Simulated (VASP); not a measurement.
Set up this calculation in VASP 6.6.1, as the native input.

```
Task                   : single point
Functional             : PBE
Potentials or basis    : VASP PAW PBE potentials, release 64 (Hf_pv, O)
Cutoff                 : 600 eV
k mesh                 : 4 × 4 × 4
Occupations            : gaussian, width 0.01 eV
Spin                   : no spin polarisation
Dipole correction      : no
Further INCAR settings : ALGO = Normal; EDIFF = 1e-06; NBANDS = 31
```

The structure of HfO2 lies in POSCAR:

```
HfO2
1.0
    3.5580193300      0.0000000000      0.0000000000
    0.0000000000      3.5580193300      0.0000000000
    0.0000000000      0.0000000000      5.1718612100
Hf O
2 4
Direct
    0.5000000000      0.5000000000      0.5000000000
    1.0000000000      0.0000000000      1.0000000000
    1.0000000000      0.5000000000      0.6972078800
    0.5000000000      0.0000000000      0.3027921200
    0.5000000000      0.0000000000      0.8027921200
    1.0000000000      0.5000000000      1.1972078800
```

These files were run (other wordings do the same):

INCAR

```
SYSTEM = HfO2
PREC = Accurate
ENCUT = 600
EDIFF = 1E-6
ISMEAR = 0
SIGMA = 0.01
LREAL = .FALSE.
LASPH = .TRUE.
NELM = 120
ALGO = Normal
ISIF = 2
LWAVE = .FALSE.
LCHARG = .FALSE.
GGA = PE
NBANDS = 31
GGA_COMPAT = .FALSE.
```

KPOINTS

```
Automatic mesh
0
G
  4 4 4
  0 0 0
```

Potentials or basis: VASP PAW PBE potentials, release 64 (Hf_pv, O).

Launch:

```sh
$ cat potpaw_PBE.64/Hf_pv/POTCAR potpaw_PBE.64/O/POTCAR > POTCAR
$ mpirun -np 1 vasp_std > vasp.out
```

Results of the run:

The pressure is 6.3 GPa, the largest force is 0.098 eV/Å and the band gap on the k mesh is 4.76 eV (least direct gap 4.84 eV).

Caveat: the k points lie up to 0.44 Å⁻¹ apart; spin-orbit coupling is left out, which moves the levels of the heavy elements.

Wall time 54 s on 1 thread of Intel Xeon 8259CL (shared host), peak memory 0.19 GiB.
